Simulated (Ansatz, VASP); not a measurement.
## Cd in VASP and in Ansatz

POSCAR

```
Cd
1.0
   -1.7916001074      1.7916001074      1.7916001074
    1.7916001074     -1.7916001074      1.7916001074
    1.7916001074      1.7916001074     -1.7916001074
Cd
1
Direct
    0.0000000000      0.0000000000      0.0000000000
```

File INCAR.step1:

```
ALGO     = Normal         # electronic algorithm
EDIFF    = 1E-4           # SCF threshold, eV
ENCUT    = 520            # plane-wave cutoff, eV
GGA      = PE             # functional
ISMEAR   = -1             # smearing method
LASPH    = True           # aspherical terms in the spheres
LCHARG   = False          # write CHGCAR
LREAL    = False          # projectors in reciprocal space
LWAVE    = True           # write WAVECAR
NBANDS   = 12             # bands
NELM     = 80             # most SCF steps
PREC     = Accurate       # precision mode
SIGMA    = 0.1            # smearing width, eV
```

The input INCAR.step2:

```
ALGO     = Normal         # electronic algorithm
EDIFF    = 1E-6           # SCF threshold, eV
ENCUT    = 520            # plane-wave cutoff, eV
ISIF     = 2              # what is computed and relaxed
ISMEAR   = -1             # smearing method
ISTART   = 1            
LASPH    = True           # aspherical terms in the spheres
LCHARG   = False          # write CHGCAR
LMIXTAU  = True         
LREAL    = False          # projectors in reciprocal space
LWAVE    = False          # write WAVECAR
METAGGA  = R2SCAN         # meta-GGA
NBANDS   = 12             # bands
NELM     = 80             # most SCF steps
PREC     = Accurate       # precision mode
SIGMA    = 0.1            # smearing width, eV
```

KPOINTS

```
k-points
0
Gamma
  14 14 14
```

Input for Ansatz:

```yaml
crystal:
  lattice:
    - [-1.7916001074, 1.7916001074, 1.7916001074]
    - [1.7916001074, -1.7916001074, 1.7916001074]
    - [1.7916001074, 1.7916001074, -1.7916001074]
  atoms:
    - { symbol: Cd, position: [0.0, 0.0, 0.0] }
hamiltonian:
  xc: r2scan
  pseudopotentials:
    kind: paw
    azcp:
      Cd: "pseudopotentials/Cd.paw.azcp"
basis:
  ecutwfc: 500
  fft_grid_basis: typed
kpoints:
  mp_grid: { grid: [14, 14, 14], shift: [0, 0, 0] }
magnetization:
  spin_polarized: false
scf:
  occupations: { method: fermi_dirac, width: 0.1 }
  lower_state_search: "off"
output:
  stress: true
```

Alike in both runs: task single point; functional r2SCAN; k mesh 14 × 14 × 14; occupations fermi-dirac, width 0.1 eV; no spin polarisation.

```csv
,VASP,Ansatz
version,VASP 6.6.1,Ansatz 0.2.0
potentials or method,"VASP PAW PBE potentials, release 64 (Cd), cutoff 520 eV","plane waves (500 eV) with PAW, scalar-relativistic"
valence electrons in the cell,12,20
```

```csv
,VASP,Ansatz,Ansatz less VASP
pressure (GPa),-1.5,-1.7,-0.25
```

VASP's potentials were made for PBE, not for r2SCAN. VASP's potentials hold 12 valence electrons a cell and Ansatz's 20, so a difference there can come from the potentials and not from the codes.
